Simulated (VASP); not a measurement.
Runs of VASP 6.6.1 on Mo. The structure is that of space group I4/mmm (No. 139), or close to it. The cells are those of the table. 

```tsv
cell	further INCAR settings	gap on the mesh (eV)	pressure (GPa)
a = 2.725 Å, angles 112.8, 112.8, 103.0°, 1 atom	ALGO = Fast; EDIFF = 1e-06; NBANDS = 13	none	(b)
a = 2.725 Å, angles 106.3, 106.3, 115.9°, 1 atom	ALGO = Fast; EDIFF = 1e-06; NBANDS = 13	none	0.6
a = 2.795 Å, angles 111.6, 111.6, 105.3°, 1 atom	ALGO = Fast; EDIFF = 1e-06; NBANDS = 13	none	-19.5
a = 2.868 Å, angles 107.5, 107.5, 113.6°, 1 atom	ALGO = Fast; EDIFF = 1e-07; NBANDS = 13	none	-31.6
a = 2.834 Å, angles 106.5, 106.5, 115.7°, 1 atom	ALGO = Fast; EDIFF = 1e-06; NBANDS = 13	none	(a)
```

Alike in all rows: task single point; level PBEsol; potentials or basis VASP PAW PBE potentials, release 64 (Mo_sv); no spin polarisation; k mesh 22 × 22 × 22; cutoff (eV) 520; smearing gaussian 0.15 eV.

Question: Estimate the missing entries.

Answer: (a) -24.8; (b) 0.2.

Caveats: the PAW data sets were made with another functional, which shifts forces and pressure a little.

A k mesh can miss the band edges, and the runs leave out spin-orbit coupling on Mo.

A gap of «none» marks levels without a gap at the run's occupations.
